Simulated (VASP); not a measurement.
# Al: single point with PBE+D3(BJ)

Crystal: Al.

```
Al
1.0
     2.92700    0.00000    0.00000
    -1.46350    2.53486    0.00000
     0.00000    0.00000    9.24105
Al
4
Direct
  0.82746 0.00000 0.00000
  0.33333 0.66667 0.25000
  0.17254 0.00000 0.50000
  0.66667 0.33333 0.75000
```

This cell differs from its parent crystal: atoms displaced along a vibrational mode, the cell strained.

```
Program                : VASP 6.6.1
Task                   : single point
Functional             : PBE
Dispersion             : D3(BJ)
Potentials or basis    : VASP PAW PBE potentials, release 64 (Al)
Cutoff                 : 520 eV
k mesh                 : 18 × 18 × 4
Occupations            : gaussian, width 0.15 eV
Spin                   : no spin polarisation
Dipole correction      : no
Further INCAR settings : ALGO = Fast; EDIFF = 1e-07; NBANDS = 14
```

The pressure is -3.6 GPa and the largest force is 0.379 eV/Å. The band gap on the k mesh is zero (bands 6 and 7 overlap by 5.84 eV) and the dispersion energy per atom is -0.323 eV.

Forces on the atoms (eV/Å):
```
Al   0.379  0.000  0.000
Al   0.000 -0.283  0.000
Al  -0.379  0.000  0.000
Al   0.000  0.283  0.000
```

Stress tensor (GPa, compression positive):
```
-5.67  0.00  0.00
 0.00 -5.65  0.00
 0.00  0.00  0.37
```

Levels at points of the mesh, in eV from the Fermi level:
```
           k point  band 3  band 4  band 5  band 6  band 7  band 8  band 9  band 10
(0.00, 0.00, 0.00)   -9.13   -4.27   -3.89    3.94    3.94    9.89    9.99    10.23
(0.50, 0.00, 0.00)   -3.72   -3.71   -3.42   -3.39    1.06    1.23    1.66     1.72
(0.00, 0.50, 0.00)   -3.85   -3.72   -3.38   -3.21    0.80    1.38    1.55     1.84
(0.00, 0.00, 0.50)   -7.01   -7.01   -0.40   -0.40    8.63    8.63   10.19    10.19
(0.50, 0.00, 0.50)   -4.71   -4.71   -1.93   -1.93   -0.97   -0.97    4.53     4.53
(0.00, 0.50, 0.50)   -4.70   -4.70   -1.80   -1.80   -1.11   -1.11    4.49     4.49
```

Wall time 4.8 min on 1 thread of Intel Xeon 8259CL, on a shared host, peak memory 0.34 GiB.

Caveat: the cell differs from its parent crystal (atoms displaced along a vibrational mode, the cell strained); the cell stands under tension.
